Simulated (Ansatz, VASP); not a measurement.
## One calculation of YN, two programs

```
Y N
1.0
     0.00000    2.43850    2.43850
     2.43850    0.00000    2.43850
     2.43850    2.43850    0.00000
Y N
1 1
Direct
  0.00000 0.00000 0.00000
  0.50000 0.50000 0.50000
```

Change from the starting cell: volume scaled by 1, PAW files.

Alike in both runs: task single point; functional PBE; k mesh 10 × 10 × 10; occupations fermi-dirac, width 0.03 eV; no spin polarisation.

|  | VASP | Ansatz |
| --- | --- | --- |
| version | VASP 6.6.1 | Ansatz 0.2.0 |
| potentials or method | VASP PAW PBE potentials, release 64 (Y_sv, N) | PAW with Ansatz's default frozen-core files, scalar-relativistic |
| plane-wave cutoff (eV) | 600 | 420 |
| valence electrons in the cell | 16 | 16 |

|  | VASP | Ansatz | Ansatz less VASP |
| --- | --- | --- | --- |
| pressure (GPa) | 2.7 | 2.9 | +0.25 |

The functional is the same, so the differences come from potentials, cutoffs and numerics.
